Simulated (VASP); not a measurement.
# CoSbH4 (Cmmm) in VASP: further runs

The runs below take CoSbH4 through relaxation of cell and atoms, with PBE.

All numbers are computed with VASP 6.6.1; they aren't measurements. Logs are shortened: lines on timing, memory, paths and dates and some standing lists are left out, and cuts for length are marked.

## Step 1: The cell of the first run

The structure is orthorhombic, space group Cmmm (No. 65). The conventional cell has a = 4.379 Å, b = 5.186 Å, c = 6.095 Å, α = 90.00°, β = 90.00°, γ = 90.00°. Co (site symmetry mmm) has 4 Sb at 2.19 to 2.59 Å within 2.9 Å. Sb (site symmetry mmm) has 4 Co at 2.19 to 2.59 Å within 2.9 Å. H (site symmetry m) has 3 H at 1.29 to 1.70 Å within 1.7 Å.

The cell was generated, and may not be a known phase.

## Step 2: Relaxation of cell and atoms, PBE, collinear spin, ferromagnetic start

INCAR

```
ALGO     = Normal         # electronic algorithm
EDIFF    = 1E-7           # SCF threshold, eV
EDIFFG   = -0.08          # ionic threshold
ENCUT    = 600            # plane-wave cutoff, eV
GGA      = PE             # functional
IBRION   = 2              # ionic algorithm
ISIF     = 3              # what is computed and relaxed
ISMEAR   = 0              # smearing method
ISPIN    = 2              # spin polarisation
LASPH    = T              # aspherical terms in the spheres
LCHARG   = F              # write CHGCAR
LMAXMIX  = 4              # l up to which the mixer works
LORBIT   = 11             # projections on sites
LREAL    = F              # projectors in reciprocal space
LWAVE    = F              # write WAVECAR
MAGMOM   = 3 0 0 0 0 0    # initial moments
NELM     = 150            # most SCF steps
NSW      = 36             # ionic steps
PREC     = Accurate       # precision mode
SIGMA    = 0.2            # smearing width, eV
```

KPOINTS

```
k-points
0
Gamma
  5 5 3
```

POSCAR

```
CoSbH4
1.0
    2.1893945900     -2.5932209700      0.0000000000
    2.1893945900      2.5932209700      0.0000000000
    0.0000000000      0.0000000000      6.0951990000
Co Sb H
1 1 4
Direct
    0.0000000000      0.0000000000      0.0000000000
    0.5000000000      0.5000000000      0.0000000000
    0.9307033400      0.6813438400      0.5000000000
    0.0692966600      0.3186561600      0.5000000000
    0.6813438400      0.9307033400      0.5000000000
    0.3186561600      0.0692966600      0.5000000000
```

Potentials or basis: VASP PAW PBE potentials, release 64 (Co, Sb, H).

Started as:

```bash
$ cat potpaw_PBE.64/Co/POTCAR potpaw_PBE.64/Sb/POTCAR potpaw_PBE.64/H/POTCAR > POTCAR
$ mpirun -np 1 vasp_std > vasp.out
```

OUTCAR:

```text
EDIFF = 1E-7
   EDIFFG = -0.08
   ENCUT = 600
   GGA = PE
   IBRION = 2
   ISIF = 3
   ISMEAR = 0
   ISPIN = 2
   LASPH = T
   LORBIT = 11
   LREAL = F
   NELM = 150
   NSW = 36
   PREC = Accurate

 ion  position               nearest neighbor table
   1  0.000  0.000  0.000-   2 2.19   2 2.19   2 2.59   2 2.59
   2  0.500  0.500  0.000-   1 2.19   1 2.19   1 2.59   1 2.59
   3  0.931  0.681  0.500-
   4  0.069  0.319  0.500-
   5  0.681  0.931  0.500-
   6  0.319  0.069  0.500-

  LATTYP: Found a base centered orthorhombic cell.
 ALAT       =     4.3787891800
 B/A-ratio  =     1.1844465963
 C/A-ratio  =     1.3919827490

  Lattice vectors:

 A1 = (   2.1893945900,  -2.5932209700,   0.0000000000)
 A2 = (   2.1893945900,   2.5932209700,   0.0000000000)
 A3 = (   0.0000000000,   0.0000000000,   6.0951990000)

Analysis of symmetry for initial positions (statically):
=====================================================================
 Subroutine PRICEL returns:
 Original cell was already a primitive cell.

 Routine SETGRP: Setting up the symmetry group for a
 base centered orthorhombic supercell.

 Subroutine GETGRP returns: Found  8 space group operations
 (whereof  8 operations were pure point group operations)
 out of a pool of  8 trial point group operations.

The static configuration has the point symmetry D_2h.

Analysis of symmetry for dynamics (positions and initial velocities):
=====================================================================
 Subroutine PRICEL returns:
 Original cell was already a primitive cell.

 Routine SETGRP: Setting up the symmetry group for a
 base centered orthorhombic supercell.

 Subroutine GETGRP returns: Found  8 space group operations
 (whereof  8 operations were pure point group operations)
 out of a pool of  8 trial point group operations.

The dynamic configuration has the point symmetry D_2h.

Analysis of structural, dynamic, and magnetic symmetry:
=====================================================================
 Subroutine PRICEL returns:
 Original cell was already a primitive cell.

 Routine SETGRP: Setting up the symmetry group for a
 base centered orthorhombic supercell.

 Subroutine GETGRP returns: Found  8 space group operations
 (whereof  8 operations were pure point group operations)
 out of a pool of  8 trial point group operations.

The overall configuration has the point symmetry D_2h.

 Subroutine INISYM returns: Found  8 space group operations
 (whereof  8 operations are pure point group operations),
 and found     1 'primitive' translations

[... 146 lines left out ...]
  energy without entropy =      -18.72250187  energy(sigma->0) =      -18.74772307

------------------------ aborting loop because EDIFF is reached ----------------------------------------

  FORCE on cell =-STRESS in cart. coord.  units (eV):
  Direction    XX          YY          ZZ          XY          YZ          ZX
  --------------------------------------------------------------------------------------
  -------------------------------------------------------------------------------------
  Total       15.4244772     -9.7748433     -0.2662501     -0.0000000      0.0000000      0.0000000
  in kB      357.0586713   -226.2762309     -6.1633799     -0.0000000      0.0000000      0.0000000
  external PRESSURE =      41.5396868 kB  Pullay stress =       0.0000000 kB
[... 101 lines left out ...]
  FREE ENERGIE OF THE ION-ELECTRON SYSTEM (eV)
  ---------------------------------------------------
  free  energy   TOTEN  =       -20.4869741550 eV

  energy  without entropy=      -20.4210051618  energy(sigma->0) =      -20.45398966

[... ionic steps 4 to 33 ...]

--------------------------------------- Ionic step       34  -------------------------------------------

 number of electron      17.9999986 magnetization      -0.0000087

 number of electron      17.9999986 magnetization       0.0000056
[... 81 lines left out ...]
 number of electron      17.9999984 magnetization       0.0000039

 number of electron      17.9999984 magnetization      -0.0000055

 Free energy of the ion-electron system (eV)
  ---------------------------------------------------
  ext. energy  EPLUGINS =         0.00000000
  ---------------------------------------------------
  free energy    TOTEN  =       -22.82026524 eV

  energy without entropy =      -22.78474921  energy(sigma->0) =      -22.80250723

 E-fermi :   1.5282     XC(G=0):  -7.6119

 val. band max:        1.3412771757   @ k =   0.2000  -0.0000   0.3333
 cond. band min:       1.6364245985   @ k =  -0.2000   0.2000   0.0000
 fundamental gap:      0.2951474228
 Fermi energy:         1.5281960176

 spin component 1

 k-point     1 :       0.0000    0.0000    0.0000
  band No.  band energies     occupation
      1      -9.5272      1.00000
      2      -6.5015      1.00000
      3      -2.1698      1.00000
      4      -1.0015      1.00000
      5      -0.4533      1.00000
      6       0.2261      1.00000
      7       0.9827      0.99994
      8       1.0016      0.99990
      9       1.0795      0.99925
     10       2.4910      0.00000
     11       2.5302      0.00000
     12       7.0852      0.00000
     13       7.2694      0.00000
     14       7.5416      0.00000
[... 292 lines left out ...]
      1      -7.1182      1.00000
      2      -4.4060      1.00000
      3      -4.1223      1.00000
      4      -2.3562      1.00000
      5      -1.8654      1.00000
      6       0.2722      1.00000
      7       0.6222      1.00000
      8       0.8961      1.00000
      9       1.2562      0.97278
     10       1.9635      0.00104
     11       2.3905      0.00000
     12       3.7050      0.00000
     13       4.9978      0.00000
     14       6.3268      0.00000
     15       8.0872      0.00000
 Fermi energy:         1.5281960176

 spin component 2

 k-point     1 :       0.0000    0.0000    0.0000
  band No.  band energies     occupation
      1      -9.5271      1.00000
      2      -6.5015      1.00000
      3      -2.1698      1.00000
      4      -1.0015      1.00000
      5      -0.4532      1.00000
      6       0.2261      1.00000
      7       0.9827      0.99994
      8       1.0016      0.99990
      9       1.0795      0.99925
     10       2.4910      0.00000
     11       2.5302      0.00000
     12       7.0852      0.00000
     13       7.2694      0.00000
     14       7.5416      0.00000
[... 338 lines left out ...]
  FREE ENERGIE OF THE ION-ELECTRON SYSTEM (eV)
  ---------------------------------------------------
  free  energy   TOTEN  =       -22.8202652394 eV

  energy  without entropy=      -22.7847492117  energy(sigma->0) =      -22.80250723

 reached required accuracy - stopping structural energy minimisation

 total charge

# of ion       s       p       d       tot
------------------------------------------
    1        0.388   0.306   7.522   8.215
    2        1.147   1.255   0.049   2.451
    3        0.615   0.030   0.000   0.645
    4        0.615   0.030   0.000   0.645
    5        0.615   0.030   0.000   0.645
    6        0.615   0.030   0.000   0.645
--------------------------------------------------
tot          3.995   1.682   7.571  13.247

 magnetization (x)

# of ion       s       p       d       tot
------------------------------------------
    1        0.000   0.000   0.000   0.000
    2       -0.000  -0.000   0.000  -0.000
    3        0.000   0.000   0.000   0.000
    4        0.000   0.000   0.000   0.000
    5        0.000   0.000   0.000   0.000
    6        0.000   0.000   0.000   0.000
--------------------------------------------------
tot          0.000   0.000   0.000   0.000
```

OSZICAR:

```text
N       E                     dE             d eps       ncg     rms          rms(c)
DAV:   1     0.843657851063E+02    0.84366E+02   -0.74690E+03  1080   0.115E+03
DAV:   2    -0.138822210047E+02   -0.98248E+02   -0.92655E+02  1150   0.226E+02
[... 436 lines left out ...]
DAV:   3    -0.228203243627E+02    0.44748E-03   -0.13948E-03  1108   0.615E-01    0.475E-02
DAV:   4    -0.228202667251E+02    0.57638E-04   -0.14487E-04  1320   0.955E-02    0.841E-03
DAV:   5    -0.228202657435E+02    0.98164E-06   -0.80823E-06  1382   0.245E-02    0.398E-03
DAV:   6    -0.228202654156E+02    0.32792E-06   -0.85681E-07  1350   0.125E-02    0.194E-03
DAV:   7    -0.228202652427E+02    0.17286E-06   -0.45220E-07  1362   0.515E-03    0.967E-04
DAV:   8    -0.228202652394E+02    0.33579E-08   -0.66080E-08   866   0.306E-03
  36 F= -.22820265E+02 E0= -.22802507E+02  d E =-.146240E-02  mag=     0.0000
```

CONTCAR:

```text
CoSbH4
   1.00000000000000
     2.4809930790907719   -2.4971528902218636    0.0000000000000000
     2.4809930790907719    2.4971528902218636    0.0000000000000000
     0.0000000000000000    0.0000000000000000    7.5266477396731100
  Co              Sb              H
     1     1     4
Direct
     0.0000000000000000    0.0000000000000000    0.0000000000000000
     0.5000000000000000    0.5000000000000000    0.0000000000000000
     0.8291353962819610    0.6795709485853323    0.5000000000000000
     0.1708646037180392    0.3204290514146677    0.5000000000000000
     0.6795709485853323    0.8291353962819611    0.5000000000000000
     0.3204290514146677    0.1708646037180392    0.5000000000000000

  0.00000000E+00  0.00000000E+00  0.00000000E+00
  0.00000000E+00  0.00000000E+00  0.00000000E+00
  0.00000000E+00  0.00000000E+00  0.00000000E+00
  0.00000000E+00  0.00000000E+00  0.00000000E+00
  0.00000000E+00  0.00000000E+00  0.00000000E+00
  0.00000000E+00  0.00000000E+00  0.00000000E+00
```

It took 16 min on 1 thread of Intel Xeon Platinum 8559C (Emerald Rapids), shared host; peak memory 0.25 GiB.

Results:

| Quantity | Value |
| --- | --- |
| Free energy | -22.8203 eV |
| Relaxed volume | 15.54 Å³/atom |
| Relaxed cell | a = 3.520 Å, b = 3.520 Å, c = 7.527 Å, α = 90.00°, β = 90.00°, γ = 90.37° |
| Space group after relaxing (to 0.1 Å) | Cmmm (No. 65) |
| Pressure after relaxing | -0.4 GPa |
| Largest force after relaxing | 0.042 eV/Å |
| Band gap on the k mesh | zero (filled and empty bands overlap) |
| Net moment | 0.00 μB per cell |
| Valence electrons inside the program's atomic spheres | Co 8.21; Sb 2.45; H 0.65 |

Forces on the atoms (eV/Å):
```
Co   0.000  0.000  0.000
Sb   0.000  0.000  0.000
H   -0.019  0.037  0.000
H    0.019 -0.037  0.000
H   -0.019 -0.037  0.000
H    0.019  0.037  0.000
```

Stress tensor (GPa, compression positive):
```
-0.43  0.00  0.00
 0.00 -0.79  0.00
 0.00  0.00  0.15
```

Final structure:
```
CELL_PARAMETERS angstrom
2.48099 -2.49715 0.00000
2.48099 2.49715 0.00000
0.00000 0.00000 7.52665
ATOMIC_POSITIONS crystal
Co 0.00000 0.00000 0.00000
Sb 0.50000 0.50000 0.00000
H 0.82914 0.67957 0.50000
H 0.17086 0.32043 0.50000
H 0.67957 0.82914 0.50000
H 0.32043 0.17086 0.50000
```

Levels at points of the mesh, in eV from the Fermi level:
Spin up:
```csv
k point,band 6,band 7,band 8,band 9,band 10,band 11,band 12,band 13
"(0.00, 0.00, 0.00)",-1.30,-0.55,-0.53,-0.45,0.96,1.00,5.56,5.74
```
Spin down:
```
           k point  band 5  band 6  band 7  band 8  band 9  band 10  band 11  band 12  band 13  band 14
(0.00, 0.00, 0.00)   -1.98   -1.30   -0.55   -0.53   -0.45     0.96     1.00     5.56     5.74     6.01
```

Caveat: the k points lie up to 0.36 Å⁻¹ apart in the final cell; the volume moved by over 15 % at a fixed basis, so the end points are rough; the moments typed at the start vanished in this run; spin-orbit coupling is left out, which moves the levels of the heavy elements; the relaxation stopped at a loose force limit of 0.08 eV/Å, so its end isn't a converged minimum.

## Step 3: Relaxation of cell and atoms, PBE, collinear spin, ferromagnetic start

This run uses another cell than the first one, of 11.61 Å³/atom.

INCAR

```
PREC = Accurate
ENCUT = 600
EDIFF = 1E-7
ISMEAR = 0
SIGMA = 0.2
LREAL = False
LASPH = True
NELM = 150
ALGO = Normal
ISIF = 3
LWAVE = False
LCHARG = False
ISPIN = 2
MAGMOM = 3 0 0 0 0 0
LORBIT = 11
LMAXMIX = 4
GGA = PE
IBRION = 2
NSW = 36
EDIFFG = -0.08
```

KPOINTS

```
regular mesh
0
Gamma
  5 5 3
```

POSCAR

```
CoSbH4
1.0
    2.1302692400     -2.9634663500      0.0000000000
    2.1302692400      2.9634663500      0.0000000000
    0.0000000000      0.0000000000      5.5166315900
Co Sb H
1 1 4
Direct
    0.5000000000      0.5000000000      0.5000000000
    0.0000000000      0.0000000000      0.5000000000
    0.7326732300      0.7326732300      0.8384551200
    0.2673267700      0.2673267700      0.8384551200
    0.7326732300      0.7326732300      0.1615448800
    0.2673267700      0.2673267700      0.1615448800
```

Potentials or basis: VASP PAW PBE potentials, release 64 (Co, Sb, H).

Started as:

```bash
$ cat potpaw_PBE.64/Co/POTCAR potpaw_PBE.64/Sb/POTCAR potpaw_PBE.64/H/POTCAR > POTCAR
$ mpirun -np 1 vasp_std > vasp.out
```

Run time: 8 min. Hardware: 1 thread of Intel Xeon Platinum 8559C (Emerald Rapids), shared host; peak memory 0.27 GiB.

Results (log left out):

```
Free energy                                           : -22.6092 eV
Relaxed volume                                        : 10.12 Å³/atom
Relaxed cell                                          : a = 3.700 Å, b = 3.700 Å, c = 4.449 Å, α = 90.00°, β = 90.00°, γ = 85.71°
Space group after relaxing (to 0.1 Å)                 : Cmmm (No. 65)
Energy gained by relaxing                             : 653.2 meV/atom
Ionic steps                                           : 15
Pressure after relaxing                               : 0.3 GPa
Largest force after relaxing                          : 0.051 eV/Å
Band gap on the k mesh                                : zero (filled and empty bands overlap)
Net moment                                            : 0.00 μB per cell
Valence electrons inside the program's atomic spheres : Co 8.72; Sb 2.34; H 0.52
```

Forces on the atoms (eV/Å):
```
Co   0.000  0.000  0.000
Sb   0.000  0.000  0.000
H    0.023  0.000 -0.046
H   -0.023  0.000 -0.046
H    0.023  0.000  0.046
H   -0.023  0.000  0.046
```

Stress tensor (GPa, compression positive):
```
0.36 0.00 0.00
0.00 0.35 0.00
0.00 0.00 0.08
```

The path:
| step | energy change (eV) | largest force (eV/Å) | pressure (GPa) | volume (Å³) |
| --- | --- | --- | --- | --- |
| 1 | 0.0000 | 0.7048 | 3.45 | 69.65 |
| 2 | -1.9926 | 0.7343 | -9.99 | 71.15 |
| 3 | -2.1569 | 0.7811 | -10.99 | 71.21 |
| 4 | -2.3468 | 0.8490 | -12.12 | 71.03 |
| 5 | -3.1083 | 0.9043 | -5.53 | 61.58 |
| 6 | -3.2725 | 0.8495 | 1.59 | 56.21 |
| 7 | -3.5280 | 0.6057 | 3.11 | 54.87 |
| 8 | -3.6771 | 0.2575 | 7.28 | 53.08 |
| 9 | -3.8160 | 0.3806 | -0.95 | 57.68 |
| 10 | -3.8165 | 0.3958 | -1.36 | 57.97 |
| 11 | -3.8798 | 0.1950 | -0.63 | 58.80 |
| 12 | -3.9059 | 0.0819 | 0.54 | 59.69 |
| 13 | -3.9169 | 0.0919 | -0.08 | 60.60 |
| 14 | -3.9169 | 0.0807 | -0.03 | 60.53 |
| 15 | -3.9190 | 0.0512 | 0.26 | 60.73 |

Final structure:
```xyz
6
Lattice="2.7122 -2.5162 0.0000 2.7122 2.5162 0.0000 0.0000 0.0000 4.4492" Properties=species:S:1:pos:R:3 pbc="T T T"
Co    2.7122    0.0000    2.2246
Sb    0.0000    0.0000    2.2246
H     3.5798    0.0000    3.5129
H     1.8446    0.0000    3.5129
H     3.5798    0.0000    0.9362
H     1.8446    0.0000    0.9362
```

Levels at points of the mesh, in eV from the Fermi level:
Spin up:
```csv
k point,band 6,band 7,band 8,band 9,band 10,band 11,band 12,band 13
"(0.00, 0.00, 0.00)",-1.85,-1.39,-1.28,0.18,0.93,3.67,3.94,5.15
```
Spin down:
```tsv
k point	band 6	band 7	band 8	band 9	band 10	band 11	band 12	band 13
(0.00, 0.00, 0.00)	-1.85	-1.39	-1.28	0.18	0.93	3.67	3.94	5.15
```

Caveat: the k points lie up to 0.47 Å⁻¹ apart in the final cell, too coarse for converged energies and pressures of a metal; the moments typed at the start vanished in this run; a cell axis changed by over 15 % at a fixed basis, so the end point is rough; spin-orbit coupling is left out, which moves the levels of the heavy elements; the relaxation stopped at a loose force limit of 0.08 eV/Å, so its end isn't a converged minimum.

The gap in the log of VASP goes by the Fermi energy; the results here count the filled bands.